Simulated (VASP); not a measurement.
# B33N31 (a cell with a defect) in VASP: single point with PBEsol

Aim: the single point of B33N31 (a cell with a defect) with PBEsol.

All numbers are computed with VASP 6.6.1; they aren't measurements. Logs are shortened: lines on timing, memory, paths and dates and some standing lists are left out, and cuts for length are marked.

## 1. The cell of the first run

The cell holds a defect, 64 atoms: a = 7.212 Å, b = 7.212 Å, c = 7.212 Å, α = 90.00°, β = 90.00°, γ = 90.00°.

## 2. Single point, PBEsol, collinear spin

Input file INCAR:

```
SYSTEM = B33N31
PREC = Accurate
ENCUT = 520
EDIFF = 1E-6
ISMEAR = -1
SIGMA = 0.05
LREAL = Auto
LASPH = .TRUE.
NELM = 150
ALGO = Normal
ISIF = 2
LWAVE = .FALSE.
LCHARG = .FALSE.
ISPIN = 2
MAGMOM = 0 0 0 0 0 0 0 0.2 0.2 0 0 0 0 0 0 0 0.2 0 0 0 0 0 0 0 0.2 0 0 0 0 0 0 0 0.2 0 0 0 0 0 0 0 0 0 0 0 0 0 0 0 0 0 0 0 0 0 0 0 0 0 0 0 0 0 0 0
LORBIT = 11
NUPDOWN = 1.0
GGA = PS
NBANDS = 169
NELECT = 253.0
ISYM = 0
```

Input file KPOINTS:

```
Automatic mesh
0
Gamma
  1 1 1
  0.25 0.25 0.25
```

Input file POSCAR:

```
B33N31
1.0
    7.2115910000      0.0000000000      0.0000000000
    0.0000000000      7.2115910000      0.0000000000
    0.0000000000      0.0000000000      7.2115910000
B N
33 31
Direct
    0.0003810000      0.0008700000      0.0004500000
    0.0021710000      0.0025150000      0.4995670000
    0.0021160000      0.4999830000      0.0020610000
    0.0010160000      0.5001470000      0.4997020000
    0.4993010000      0.0022170000      0.0018100000
    0.5010560000      0.0019360000      0.4989100000
    0.5010320000      0.4993420000      0.0015390000
    0.4871790000      0.4914600000      0.4912230000
    0.6351230000      0.6059320000      0.6051990000
    0.2501130000      0.2504310000      0.0000130000
    0.2482920000      0.2486040000      0.4991880000
    0.2483820000      0.7527440000      0.0022430000
    0.2493120000      0.7477530000      0.4979460000
    0.7513510000      0.2489760000      0.0016670000
    0.7485540000      0.2500090000      0.4983610000
    0.7510090000      0.7493510000      0.0020640000
    0.7616000000      0.7668150000      0.4950060000
    0.2501210000      0.0004100000      0.2500230000
    0.2484040000      0.0026370000      0.7523390000
    0.2482950000      0.4995910000      0.2481960000
    0.2493070000      0.4983770000      0.7473670000
    0.7513600000      0.0020740000      0.2485330000
    0.7510210000      0.0024970000      0.7489360000
    0.7485610000      0.4987990000      0.2496360000
    0.7615180000      0.4952430000      0.7663270000
    0.0000870000      0.2504430000      0.2500290000
    0.0012390000      0.2494020000      0.7521730000
    0.0012480000      0.7525910000      0.2489620000
    0.0015150000      0.7504120000      0.7499940000
    0.4989330000      0.2482510000      0.2478440000
    0.4994010000      0.2507080000      0.7484110000
    0.4994270000      0.7488050000      0.2503360000
    0.4857800000      0.7677540000      0.7673750000
    0.1253400000      0.1254010000      0.1249930000
    0.1253640000      0.1251290000      0.6245140000
    0.1253430000      0.6249180000      0.1246960000
    0.1252480000      0.6253630000      0.6249690000
    0.6248350000      0.1245410000      0.1241120000
    0.6253030000      0.1261260000      0.6250040000
    0.6253120000      0.6253860000      0.1257350000
    0.3746210000      0.3750200000      0.1241090000
    0.3699900000      0.3706320000      0.6237990000
    0.3756360000      0.8753420000      0.1248020000
    0.3778540000      0.8730840000      0.6234430000
    0.8754830000      0.3754180000      0.1254170000
    0.8750160000      0.3759910000      0.6240200000
    0.8754690000      0.8759480000      0.1253080000
    0.8794060000      0.8799870000      0.6256760000
    0.3746140000      0.1245150000      0.3746250000
    0.3756250000      0.1251910000      0.8749500000
    0.3700160000      0.6241830000      0.3702580000
    0.3778250000      0.6238670000      0.8727140000
    0.8754980000      0.1258160000      0.3749820000
    0.8754600000      0.1257450000      0.8755630000
    0.8750520000      0.6244530000      0.3755710000
    0.8792900000      0.6260580000      0.8794490000
    0.1242880000      0.3750300000      0.3746190000
    0.1254530000      0.3755700000      0.8752240000
    0.1254650000      0.8756220000      0.3751490000
    0.1262210000      0.8756800000      0.8752910000
    0.6240400000      0.3707780000      0.3703920000
    0.6251540000      0.3745860000      0.8773210000
    0.6251800000      0.8777810000      0.3741370000
    0.6262950000      0.8751120000      0.8746920000
```

Potentials or basis: VASP PAW PBE potentials, release 64 (B, N).

On the command line:

```bash
$ cat potpaw_PBE.64/B/POTCAR potpaw_PBE.64/N/POTCAR > POTCAR
$ mpirun -np 1 vasp_std > vasp.out
```

OUTCAR:

```text
SYSTEM = B33N31
   PREC = Accurate
   ENCUT = 520
   EDIFF = 1E-6
   ISMEAR = -1
   LREAL = Auto
   LASPH = .TRUE.
   NELM = 150
   ISIF = 2
   ISPIN = 2
   LORBIT = 11
   NUPDOWN = 1.0
   GGA = PS
   NELECT = 253.0
   ISYM = 0

 ion  position               nearest neighbor table
   1  0.000  0.001  0.000-  34 1.56  54 1.56  47 1.56  60 1.57
   2  0.002  0.003  0.500-  35 1.54  48 1.55  53 1.56  59 1.56
   3  0.002  0.500  0.002-  36 1.54  56 1.55  45 1.56  58 1.56
   4  0.001  0.500  0.500-  57 1.56  55 1.56  46 1.56  37 1.56
   5  0.499  0.002  0.002-  38 1.54  50 1.56  43 1.56  64 1.59
   6  0.501  0.002  0.499-  63 1.55  49 1.55  39 1.56  44 1.57
[... 56 lines left out ...]
  63  0.625  0.878  0.374-  17 1.54   6 1.55  22 1.57  32 1.58
  64  0.626  0.875  0.875-  33 1.49  16 1.57  23 1.57   5 1.59

IMPORTANT INFORMATION: All symmetrisations will be switched off!
NOSYMM: (Re-)initialisation of all symmetry stuff for point group C_1.

----------------------------------------------------------------------------------------

                                     Primitive cell

  volume of cell :     375.0535

  direct lattice vectors                    reciprocal lattice vectors
     7.211591000  0.000000000  0.000000000     0.138665656  0.000000000  0.000000000
     0.000000000  7.211591000  0.000000000     0.000000000  0.138665656  0.000000000
     0.000000000  0.000000000  7.211591000     0.000000000  0.000000000  0.138665656

  length of vectors
     7.211591000  7.211591000  7.211591000     0.138665656  0.138665656  0.138665656

  position of ions in fractional coordinates (direct lattice)
     0.000381000  0.000870000  0.000450000
     0.002171000  0.002515000  0.499567000
     0.002116000  0.499983000  0.002061000
     0.001016000  0.500147000  0.499702000
     0.499301000  0.002217000  0.001810000
     0.501056000  0.001936000  0.498910000
[... 56 lines left out ...]
     0.625180000  0.877781000  0.374137000
     0.626295000  0.875112000  0.874692000

  ion indices of the primitive-cell ions
   primitive index   ion index
                 1           1
                 2           2
                 3           3
                 4           4
                 5           5
                 6           6
[... 56 lines left out ...]
                63          63
                64          64

----------------------------------------------------------------------------------------

 KPOINTS: Automatic mesh

Automatic generation of k-mesh.
 Grid dimensions read from file:
 generate k-points for:    1    1    1

[... 84 lines left out ...]
  ext. energy  EPLUGINS =         0.00000000
  ---------------------------------------------------
  free energy    TOTEN  =      -585.86882735 eV

  energy without entropy =     -585.86206669  energy(sigma->0) =     -585.86544702

 E-fermi :   8.2091     XC(G=0): -13.0227

 val. band max:        8.0573006503   @ k =  -0.2500   0.2500   0.2500
 cond. band min:       8.3848964029   @ k =   0.2500  -0.2500   0.2500
 fundamental gap:      0.3275957526
 Fermi energy:         8.3097681597

 spin component 1

 k-point     1 :       0.2500    0.2500    0.2500
  band No.  band energies     occupation
      1     -12.5338      1.00000
      2     -11.6333      1.00000
      3     -11.5828      1.00000
      4     -11.3970      1.00000
      5     -10.6881      1.00000
      6     -10.6454      1.00000
[... 553 lines left out ...]
    137      15.6148      0.00000
    138      15.6257      0.00000
 Fermi energy:         8.2091060779

 spin component 2

 k-point     1 :       0.2500    0.2500    0.2500
  band No.  band energies     occupation
      1     -12.5206      1.00000
      2     -11.6221      1.00000
      3     -11.5640      1.00000
      4     -11.3843      1.00000
      5     -10.6759      1.00000
      6     -10.6260      1.00000
[... 553 lines left out ...]
    137      15.6302      0.00000
    138      15.6470      0.00000
 [bands above 138 left out]

------------------------ aborting loop because EDIFF is reached ----------------------------------------

  FORCE on cell =-STRESS in cart. coord.  units (eV):
  Direction    XX          YY          ZZ          XY          YZ          ZX
  --------------------------------------------------------------------------------------
  -------------------------------------------------------------------------------------
  Total        0.7380108     -0.0622261     -0.1526339      4.4669499      0.9742137      4.3923364
  in kB        3.1526812     -0.2658214     -0.6520312     19.0821980      4.1617076     18.7634595
  external PRESSURE =       0.7449428 kB  Pullay stress =       0.0000000 kB

 VOLUME and BASIS-vectors are now :
 -----------------------------------------------------------------------------
  energy-cutoff  :      520.00
  volume of cell :      375.05
      direct lattice vectors                 reciprocal lattice vectors
     7.211591000  0.000000000  0.000000000     0.138665656  0.000000000  0.000000000
     0.000000000  7.211591000  0.000000000     0.000000000  0.138665656  0.000000000
     0.000000000  0.000000000  7.211591000     0.000000000  0.000000000  0.138665656

 POSITION                                       TOTAL-FORCE (eV/Angst)
 -----------------------------------------------------------------------------------
      0.00275      0.00627      0.00325         0.009693      0.013673      0.016320
      0.01566      0.01814      3.60267         0.070847      0.069849      0.002219
      0.01526      3.60567      0.01486         0.074504     -0.003227      0.074287
      0.00733      3.60686      3.60365        -0.034251      0.046178      0.049230
      3.60075      0.01599      0.01305        -0.156909      0.088617      0.090118
      3.61341      0.01396      3.59793         0.052464     -0.004534      0.035924
[... 56 lines left out ...]
      4.50854      6.33020      2.69812         0.025729     -0.036437     -0.053660
      4.51658      6.31095      6.30792         0.149431     -0.147165     -0.144022
 -----------------------------------------------------------------------------------
    total drift:                               -0.004435     -0.002396      0.001036

  FREE ENERGIE OF THE ION-ELECTRON SYSTEM (eV)
  ---------------------------------------------------
  free  energy   TOTEN  =      -585.8688273488 eV

  energy  without entropy=     -585.8620666939  energy(sigma->0) =     -585.86544702

 total charge

# of ion       s       p       d       tot
------------------------------------------
    1        0.677   1.364   0.000   2.041
    2        0.683   1.385   0.000   2.068
    3        0.682   1.385   0.000   2.068
    4        0.678   1.371   0.000   2.049
    5        0.679   1.364   0.000   2.043
    6        0.677   1.368   0.000   2.045
[... 56 lines left out ...]
   63        1.211   2.743   0.000   3.954
   64        1.212   2.749   0.000   3.961
--------------------------------------------------
tot         60.104 130.570   0.000 190.674

 magnetization (x)

# of ion       s       p       d       tot
------------------------------------------
    1        0.000   0.001   0.000   0.001
    2        0.001   0.006   0.000   0.006
    3        0.001   0.006   0.000   0.007
    4       -0.000  -0.001   0.000  -0.001
    5       -0.000  -0.001   0.000  -0.001
    6       -0.000  -0.000   0.000  -0.000
[... 56 lines left out ...]
   63        0.003   0.039   0.000   0.042
   64       -0.000  -0.002   0.000  -0.002
--------------------------------------------------
tot          0.051   0.752   0.000   0.803
```

It took 40 min on 1 thread of AMD EPYC, shared host; peak memory 0.68 GiB.

Results:

```
Free energy                                           : -585.8688 eV
Largest force                                         : 0.336 eV/Å
Net moment                                            : 1.00 μB per cell
Site moments                                          : B +0.00, +0.01, -0.00, +0.27, +0.11 (each value once); N +0.00, +0.01, -0.00, +0.02, +0.03, +0.04 (each value once) μB
Valence electrons inside the program's atomic spheres : B 2.04, 2.07, 2.05, 2.18, 2.10, 2.08, 2.02, 2.12, 2.03, 2.06 (each value once); N 3.96, 3.97, 3.98, 3.94, 3.92, 3.95 (each value once)
```

Forces on the atoms (eV/Å):
```
B    0.010  0.014  0.016
B    0.071  0.070  0.002
B    0.075 -0.003  0.074
B   -0.034  0.046  0.049
B   -0.157  0.089  0.090
B    0.052 -0.005  0.036
B    0.053  0.035 -0.004
B   -0.321  0.071  0.068
B    0.316  0.013  0.009
B    0.004  0.034  0.028
B   -0.011  0.009  0.010
B    0.011 -0.119  0.016
B    0.014  0.092  0.098
B   -0.053  0.068 -0.009
B    0.149  0.017  0.142
B    0.081  0.030  0.074
B   -0.025 -0.130 -0.015
B    0.004  0.028  0.036
B    0.007  0.016 -0.120
B   -0.011  0.005  0.010
B    0.014  0.094  0.090
B   -0.053 -0.011  0.072
B    0.084  0.071  0.033
B    0.148  0.140  0.017
B   -0.015 -0.013 -0.126
B    0.030  0.033  0.034
B    0.028  0.030 -0.124
B    0.023 -0.127  0.037
B    0.042  0.047  0.043
B   -0.160  0.017  0.018
B    0.100  0.046  0.107
B    0.101  0.109  0.045
B   -0.233  0.013  0.007
N   -0.016 -0.030 -0.030
N   -0.033 -0.050  0.137
N   -0.033  0.139 -0.050
N   -0.032 -0.047 -0.050
N    0.168 -0.043 -0.044
N   -0.065 -0.040 -0.064
N   -0.067 -0.058 -0.043
N   -0.022 -0.047 -0.032
N   -0.013 -0.043 -0.061
N   -0.013 -0.043 -0.050
N   -0.007 -0.045  0.084
N   -0.050 -0.049 -0.038
N   -0.031 -0.052  0.032
N   -0.046 -0.014 -0.047
N   -0.066 -0.034  0.039
N   -0.020 -0.031 -0.051
N   -0.012 -0.049 -0.044
N   -0.009 -0.060 -0.039
N   -0.003  0.083 -0.047
N   -0.050 -0.034 -0.048
N   -0.045 -0.044 -0.019
N   -0.026  0.036 -0.055
N   -0.066  0.044 -0.031
N   -0.014 -0.050 -0.051
N   -0.032 -0.036 -0.031
N   -0.030 -0.029 -0.036
N   -0.020 -0.020 -0.024
N    0.112  0.063  0.063
N    0.023 -0.058 -0.035
N    0.026 -0.036 -0.054
N    0.149 -0.147 -0.144
```

Caveat: the k points lie up to 0.44 Å⁻¹ apart; the cell carries a net charge on a neutralising background, which shifts energy and pressure; the cell is charged against a uniform background, so pressure and absolute levels hang on convention; the PAW data sets were made with another functional, which shifts forces and pressure a little; the total moment is fixed, so each spin has its own Fermi level and the state may be an excited one.
